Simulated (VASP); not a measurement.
Tl, 1 atom in the cell. It takes space group Im-3m (No. 229, cubic). Conventional cell: a = 4.180 Å, b = 4.180 Å, c = 4.180 Å, α = 90.00°, β = 90.00°, γ = 90.00°. Tl (site symmetry m-3m) has 14 Tl at 3.62 to 4.18 Å within 4.8 Å.  This cell differs from its parent crystal: volume scaled by 1.08.

| Quantity | Value |
| --- | --- |
| Program | VASP 6.6.1 |
| Task | single point |
| Functional | RPBE |
| Potentials or basis | VASP PAW PBE potentials, release 64 (Tl_d) |
| Cutoff | 520 eV |
| k mesh | 12 × 12 × 12 |
| Occupations | fermi-dirac, width 0.1 eV |
| Spin | no spin polarisation |
| Dipole correction | no |
| Further INCAR settings | ALGO = Normal; EDIFF = 1e-06; NBANDS = 12 |

Potentials or basis: VASP PAW PBE potentials, release 64 (Tl_d).

Command:

```bash
$ cat potpaw_PBE.64/Tl_d/POTCAR > POTCAR
$ mpirun -np 1 vasp_std > vasp.out
```

Hardware: 1 thread of Intel(R) Xeon(R) 6975P-C (Granite Rapids), on a shared host.

**Question.** Estimate the wall time of this run.

**Answer.** Wall time 9.4 s on 1 thread of Intel(R) Xeon(R) 6975P-C (Granite Rapids), with other jobs on the host, peak memory 0.17 GiB. Counts: scf iterations 11, k points 72.
